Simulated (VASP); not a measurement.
# SnSe2 (P-3m1) in VASP: further runs, part 2 of 3

VASP 6.6.1. The steps go on from the part before.

## 3. Single point, PBEsol (biaxial strain in the a-b plane: -2.0 %, then relaxed in part)

Contents of INCAR:

```
PREC = Accurate ; ENCUT = 520
EDIFF = 1E-7 ; ISMEAR = 0
SIGMA = 0.02 ; LREAL = False
LASPH = True ; NELM = 80
ALGO = Normal ; ISIF = 2
LWAVE = False ; LCHARG = False
GGA = PS ; NBANDS = 20
```

Contents of KPOINTS:

```
Automatic mesh
0
Gamma
  12 12 6
```

Contents of POSCAR:

```
SnSe2
1.0
    3.7410997642      0.0000000000      0.0000000000
   -1.8705498821      3.2398874339      0.0000000000
    0.0000000000      0.0000000000      6.3013676425
Sn Se
1 2
Direct
    0.0000000000      0.0000000000      0.0000000000
    0.6666666667      0.3333333333      0.7442224355
    0.3333333333      0.6666666667      0.2557775645
```

Potentials or basis: VASP PAW PBE potentials, release 64 (Sn_d, Se).

Launch:

```
> cat potpaw_PBE.64/Sn_d/POTCAR potpaw_PBE.64/Se/POTCAR > POTCAR
> mpirun -np 1 vasp_std > vasp.out
```

OUTCAR:

```text
PREC = Accurate
   ENCUT = 520
   EDIFF = 1E-7
   ISMEAR = 0
   LREAL = False
   LASPH = True
   NELM = 80
   ISIF = 2
   GGA = PS

 ion  position               nearest neighbor table
   1  0.000  0.000  0.000-   2 2.69   3 2.69   2 2.69   3 2.69   2 2.69   3 2.69
   2  0.667  0.333  0.744-   1 2.69   1 2.69   1 2.69
   3  0.333  0.667  0.256-   1 2.69   1 2.69   1 2.69

  LATTYP: Found a hexagonal cell.
 ALAT       =     3.7410997642
 C/A-ratio  =     1.6843623639

  Lattice vectors:

 A1 = (   3.7410997642,   0.0000000000,   0.0000000000)
 A2 = (  -1.8705498821,   3.2398874339,   0.0000000000)
 A3 = (   0.0000000000,   0.0000000000,   6.3013676425)

Analysis of symmetry for initial positions (statically):
=====================================================================
 Subroutine PRICEL returns:
 Original cell was already a primitive cell.

 Routine SETGRP: Setting up the symmetry group for a
 hexagonal supercell.

 Subroutine GETGRP returns: Found 12 space group operations
 (whereof 12 operations were pure point group operations)
 out of a pool of 24 trial point group operations.

The static configuration has the point symmetry D_3d.

Analysis of symmetry for dynamics (positions and initial velocities):
=====================================================================
 Subroutine PRICEL returns:
 Original cell was already a primitive cell.

 Routine SETGRP: Setting up the symmetry group for a
 hexagonal supercell.

 Subroutine GETGRP returns: Found 12 space group operations
 (whereof 12 operations were pure point group operations)
 out of a pool of 24 trial point group operations.

The dynamic configuration has the point symmetry D_3d.

 Subroutine INISYM returns: Found 12 space group operations
 (whereof 12 operations are pure point group operations),
 and found     1 'primitive' translations

----------------------------------------------------------------------------------------

                                     Primitive cell

  volume of cell :      76.3773

  direct lattice vectors                    reciprocal lattice vectors
     3.741099764  0.000000000  0.000000000     0.267301078  0.154326349  0.000000000
    -1.870549882  3.239887434  0.000000000     0.000000000  0.308652699  0.000000000
     0.000000000  0.000000000  6.301367642     0.000000000  0.000000000  0.158695708

  length of vectors
     3.741099764  3.741099764  6.301367642     0.308652699  0.308652699  0.158695708

  position of ions in fractional coordinates (direct lattice)
     0.000000000  0.000000000  0.000000000
     0.666666667  0.333333333  0.744222435
     0.333333333  0.666666667  0.255777565

  ion indices of the primitive-cell ions
   primitive index   ion index
                 1           1
                 2           2
                 3           3

----------------------------------------------------------------------------------------

 KPOINTS: Automatic mesh

Automatic generation of k-mesh.
 Grid dimensions read from file:
 generate k-points for:   12   12    6

 Generating k-lattice:

  Cartesian coordinates                     Fractional coordinates (reciprocal lattice)
     0.022275090  0.012860529  0.000000000     0.083333333  0.000000000  0.000000000
     0.000000000  0.025721058  0.000000000     0.000000000  0.083333333  0.000000000
     0.000000000  0.000000000  0.026449285     0.000000000  0.000000000  0.166666667

  Length of vectors
     0.025721058  0.025721058  0.026449285

  Shift w.r.t. Gamma in fractional coordinates (k-lattice)
     0.000000000  0.000000000  0.000000000

 Subroutine IBZKPT returns following result:
 ===========================================

 Found    100 irreducible k-points:

 Following reciprocal coordinates:
            Coordinates               Weight
  0.000000  0.000000  0.000000      1.000000
  0.083333 -0.000000  0.000000      6.000000
  0.166667  0.000000  0.000000      6.000000
  0.250000  0.000000  0.000000      6.000000
  0.333333  0.000000  0.000000      6.000000
  0.416667 -0.000000  0.000000      6.000000
[... 16 lines left out ...]
  0.166667  0.000000  0.166667      6.000000
  0.000000  0.166667  0.166667      6.000000
 [... further k-points ...]
   k-points           NKPTS =    100   k-points in BZ     NKDIM =    100   number of bands    NBANDS=     20
   number of dos      NEDOS =    301   number of ions     NIONS =      3
   total plane-waves  NPLWV =  37632
   dimension x,y,z NGX =    28 NGY =   28 NGZ =   48
   dimension x,y,z NGXF=    56 NGYF=   56 NGZF=   96
   ions per type =               1   2
   NGX,Y,Z   is equivalent  to a cutoff of  12.44, 12.44, 12.66 a.u.
   NGXF,Y,Z  is equivalent  to a cutoff of  24.89, 24.89, 25.33 a.u.
 SYSTEM =  unknown system
   PREC   = accura    normal or accurate (medium, high low for compatibility)
   ISTART =      0    job   : 0-new  1-cont  2-samecut
   ICHARG =      2    charge: 1-file 2-atom 10-const
   ISPIN  =      1    spin polarized calculation?
   LNONCOLLINEAR =      F non collinear calculations
   LSORBIT =      F    spin-orbit coupling
   LASPH  =      T    aspherical Exc in radial PAW
   ENCUT  =  520.0 eV  38.22 Ry    6.18 a.u.   6.96  6.96 11.72*2*pi/ulx,y,z
   NELM   =     80;   NELMIN=  2; NELMDL= -5     # of ELM steps
   EDIFF  = 0.1E-06   stopping-criterion for ELM
   LREAL  =      F    real-space projection
   EDIFFG = 0.1E-05   stopping-criterion for IOM
   NSW    =      0    number of steps for IOM
   IBRION =     -1    ionic relax: 0-MD 1-quasi-New 2-CG
   NFREE  =      0    steps in history (QN), initial steepest desc. (CG)
   ISIF   =      2    stress and relaxation
   ISYM   =      2    0-nonsym 1-usesym 2-fastsym
   POTIM  = 0.5000    time-step for ionic-motion
   TEBEG  =    0.0;   TEEND  =   0.0 temperature during run
   PSTRESS=    0.0 pullay stress
   NELECT =      26.0000    total number of electrons
   NUPDOWN=      -1.0000    fix difference up-down
   EMIN   =  10.00;   EMAX   =-10.00  energy-range for DOS
   EFERMI =   0.00;   METHOD = LEGACY
   ISMEAR =     0;   SIGMA  =   0.02  broadening in eV -4-tet -1-fermi 0-gaus
   EFERMI_NEDOS =   21; number of points for ismear=-14 and -15
   IALGO  =     38    algorithm
   IMIX   =      4    mixing-type and parameters
     AMIX     =   0.40;   BMIX     =  1.00
     AMIX_MAG =   1.60;   BMIX_MAG =  1.00
  volume/ion in A,a.u.               =      25.46       171.81
  Fermi-wavevector in a.u.,A,eV,Ry     =   1.143083  2.160115 17.777913  1.306640
  Thomas-Fermi vector in A             =   2.279780
   LORBIT       =      0    0 simple, 1 ext, 2 COOP (PROOUT), +10 PAW based schemes
   GGA     = PS    functional components
   LHFCALC =     F    Hartree Fock is set to
   AEXX    =    0.0000 exact exchange contribution
   IVDW    =     0    specifies the selected vdW correction
   LEPSILON=     F    determine dielectric tensor
   LRPA    =     F    only Hartree local field effects (RPA)
 non-spin polarized calculation
 Gauss-broadening in eV      SIGMA  =   0.02
  energy-cutoff  :      520.00
  volume of cell :       76.38
 maximum number of plane-waves:      2072
   NGX = 13   NGY = 13   NGZ = 23

 number of electron      25.9999992 magnetization

 Free energy of the ion-electron system (eV)
  ---------------------------------------------------
  ext. energy  EPLUGINS =         0.00000000
  ---------------------------------------------------
  free energy    TOTEN  =       -12.95848555 eV

  energy without entropy =      -12.95848555  energy(sigma->0) =      -12.95848555

 E-fermi :   4.3575     XC(G=0):  -9.7151

 val. band max:        4.2668719749   @ k =   0.1667   0.0000   0.1667
 cond. band min:       4.7231189350   @ k =   0.5000   0.0000   0.3333
 fundamental gap:      0.4562469601
 Fermi energy:         4.3575324049

 k-point     1 :       0.0000    0.0000    0.0000
  band No.  band energies     occupation
      1     -16.9768      2.00000
      2     -16.9768      2.00000
      3     -16.9284      2.00000
      4     -16.9148      2.00000
      5     -16.9148      2.00000
      6      -9.8337      2.00000
[... 12 lines left out ...]
     19      13.2816      0.00000
     20      13.2816      0.00000

 k-point     2 :       0.0833   -0.0000    0.0000
  band No.  band energies     occupation
      1     -16.9799      2.00000
      2     -16.9733      2.00000
      3     -16.9261      2.00000
      4     -16.9175      2.00000
      5     -16.9149      2.00000
      6      -9.7606      2.00000
[... 498 lines left out ...]
 k-point    24 :       0.0000    0.1667    0.1667
  band No.  band energies     occupation
      1     -16.9894      2.00000
      2     -16.9644      2.00000
      3     -16.9253      2.00000
      4     -16.9179      2.00000
      5     -16.9143      2.00000
      6      -9.5076      2.00000
[... 12 lines left out ...]
     19      12.1390      0.00000
     20      13.3152      0.00000

 [... further k-points ...]
[... 5 lines left out ...]
  --------------------------------------------------------------------------------------
  -------------------------------------------------------------------------------------
  Total        1.2649235      1.2649235      0.0618943      0.0000000      0.0000000      0.0000000
  in kB       26.5344941     26.5344941      1.2983662      0.0000000      0.0000000      0.0000000
  external PRESSURE =      18.1224515 kB  Pullay stress =       0.0000000 kB

 VOLUME and BASIS-vectors are now :
 -----------------------------------------------------------------------------
  energy-cutoff  :      520.00
  volume of cell :       76.38
      direct lattice vectors                 reciprocal lattice vectors
     3.741099764  0.000000000  0.000000000     0.267301078  0.154326349  0.000000000
    -1.870549882  3.239887434  0.000000000     0.000000000  0.308652699  0.000000000
     0.000000000  0.000000000  6.301367642     0.000000000  0.000000000  0.158695708

 POSITION                                       TOTAL-FORCE (eV/Angst)
 -----------------------------------------------------------------------------------
      0.00000      0.00000      0.00000         0.000000      0.000000      0.000000
      1.87055      1.07996      4.68962        -0.000000      0.000000     -0.020874
     -0.00000      2.15992      1.61175         0.000000     -0.000000      0.020874
 -----------------------------------------------------------------------------------
    total drift:                                0.000000      0.000000      0.000000

  FREE ENERGIE OF THE ION-ELECTRON SYSTEM (eV)
  ---------------------------------------------------
  free  energy   TOTEN  =       -12.9584855522 eV

  energy  without entropy=      -12.9584855522  energy(sigma->0) =      -12.95848555
```

stdout:

```text
POSCAR found type information on POSCAR SnSe
 POSCAR found :  2 types and       3 ions
 scaLAPACK will be used
 -----------------------------------------------------------------------------
|                                                                             |
|                                                                             |
|     You enforced a specific xc type in the INCAR file but a different       |
|     I HOPE YOU KNOW WHAT YOU ARE DOING!                                     |
|                                                                             |
 -----------------------------------------------------------------------------

 LDA part: xc-table for (Slater+PW92), standard interpolation
 POSCAR, INCAR and KPOINTS ok, starting setup
 FFT: planning ... GRIDC
 FFT: planning ... GRID_SOFT
 FFT: planning ... GRID
 WAVECAR not read
 entering main loop
```

Wall time 66 s (1 thread of Intel Xeon 6975P-C (Granite Rapids), shared host); peak memory 0.28 GiB.

What came out:

- Free energy: -12.9585 eV
- Pressure: 1.8 GPa
- Largest force: 0.021 eV/Å
- Band gap on the k mesh: 0.46 eV, indirect (least direct gap 1.07 eV)

Forces on the atoms (eV/Å):
```
Sn   0.000  0.000  0.000
Se   0.000  0.000 -0.021
Se   0.000  0.000  0.021
```

Levels at points of the mesh, in eV from the valence-band top:
```
           k point  band 11  band 12  band 13  band 14  band 15  band 16
(0.00, 0.00, 0.00)    -0.47    -0.22    -0.22     1.06     3.14     4.71
(0.50, 0.00, 0.00)    -2.49    -1.57    -0.33     1.07     3.59     5.03
(0.00, 0.00, 0.50)    -0.60    -0.07    -0.07     2.64     3.05     4.46
(0.50, 0.00, 0.50)    -2.31    -1.03    -0.73     0.48     3.77     4.47
```

Caveat: the cell differs from its parent crystal (biaxial strain in the a-b plane: -2.0 %, then relaxed in part); the PAW data sets were made with another functional, which shifts forces and pressure a little; spin-orbit coupling is left out, which moves the levels of the heavy elements; this functional lacks dispersion, which binds the layers, so the pressure and a relaxed spacing across them are unreliable. A k mesh can miss the band edges.

[end of part 2 of 3]
